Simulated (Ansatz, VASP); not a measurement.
**Sn3Te: VASP beside Ansatz**

```
CELL_PARAMETERS angstrom
-2.34603 2.34603 5.62469
2.34603 -2.34603 5.62469
2.34603 2.34603 -5.62469
ATOMIC_POSITIONS crystal
Te 0.00000 0.00000 0.00000
Sn 0.50000 0.50000 0.00000
Sn 0.25000 0.75000 0.50000
Sn 0.75000 0.25000 0.50000
```

Alike in both runs: task single point; functional LDA; k mesh 8 × 8 × 8; occupations fermi-dirac, width 0.05 eV; no spin polarisation.

```csv
,VASP,Ansatz
version,VASP 6.6.1,Ansatz 0.2.0
potentials or method,"VASP PAW LDA potentials, release 64 (Te, Sn_d)",Ansatz PAW
plane-wave cutoff (eV),520,420
valence electrons in the cell,48,58
```

Ansatz gave:

| Property | Result |
| --- | --- |
| gap on the k mesh at the Fermi level (eV) | none |
| pressure (GPa) | -6.0 |
| traceless stress, the component that is largest in VASP (GPa) | 0.52 |

Task: What did VASP give for the same quantities?

Result: gap on the k mesh at the Fermi level (eV): none; pressure (GPa): -6.0; traceless stress, the component that is largest in VASP (GPa): 0.51.

LDA's correlation is that of Perdew and Zunger in VASP and of Perdew and Wang (1992) in Ansatz. A gap of «none» marks a metal or a gap that the smearing closes. VASP's potentials hold 48 valence electrons a cell and Ansatz's 58, so a difference there can come from the potentials and not from the codes.

Neither program's run includes spin-orbit coupling.
